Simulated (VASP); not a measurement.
Write the native input for VASP 6.6.1 that does the following.

| Quantity | Value |
| --- | --- |
| Task | single point |
| Functional | PBEsol |
| Potentials or basis | VASP PAW PBE potentials, release 64 (W_sv, C) |
| Cutoff | 520 eV |
| k mesh | 2 × 2 × 2 |
| Occupations | fermi-dirac, width 0.24 eV |
| Spin | no spin polarisation |
| Dipole correction | no |
| Further INCAR settings | LREAL = Auto; ALGO = Normal; EDIFF = 1e-06; NBANDS = 86 |

The structure of WC lies in POSCAR:

```
WC
1.0
   -2.9953670000     -5.1881280000      0.0000000000
    4.4930510000     -2.5940640000      0.0000000000
    0.0000000000      0.0000000000      5.8509640000
W C
8 8
Direct
    0.7728069576      0.4536428494      0.0063237443
    0.7560848078      0.5119130592      0.5092665072
    0.4801427154     -0.0048733823     -0.0086652388
    0.4925369908      0.0159421846      0.4977299467
    0.2378770473      0.4812384853      0.0420272625
    0.2304540993      0.4974336156      0.5030965837
   -0.0092018240     -0.0282798571     -0.0054520930
   -0.0235111333      0.0083185183      0.4911498345
    0.4836322833      0.6945294370      0.2542657928
    0.4697171526      0.7094455991      0.6882455609
    0.2388238104      0.1616195677      0.2735104848
    0.1797883884      0.1928382753      0.7419119311
   -0.0003814579      0.6331682844      0.2711860815
   -0.0037057823      0.6769786993      0.7291618954
    0.7547865682      0.1602391735      0.2150414872
    0.7248521296      0.1735787439      0.7754619581
```

The input as run:

INCAR

```
PREC = Accurate ; ENCUT = 520
EDIFF = 1E-6 ; ISMEAR = -1
SIGMA = 0.24 ; LREAL = Auto
LASPH = T ; NELM = 100
ALGO = Normal ; ISIF = 2
LWAVE = F ; LCHARG = F
GGA = PS ; NBANDS = 86
```

KPOINTS

```
Automatic mesh
0
Gamma
  2 2 2
```

Potentials or basis: VASP PAW PBE potentials, release 64 (W_sv, C).

The run is started by

```sh
$ cat potpaw_PBE.64/W_sv/POTCAR potpaw_PBE.64/C/POTCAR > POTCAR
$ mpirun -np 1 vasp_std > vasp.out
```

Results of the run:

```json
{
  "Pressure": "-16.4 GPa",
  "Largest force": "5.960 eV/Å",
  "Band gap on the k mesh": "zero (band 72 reaches 10.30 eV, above the bottom of band 73 at 9.96 eV)"
}
```

Caveat: the k points lie up to 0.61 Å⁻¹ apart; the PAW data sets were made with another functional, which shifts forces and pressure a little; spin-orbit coupling is left out, which moves the levels of the heavy elements.

Run time: 120 s on 1 thread of Intel(R) Xeon(R) 6975P-C (Granite Rapids) (shared host), peak memory 0.32 GiB.
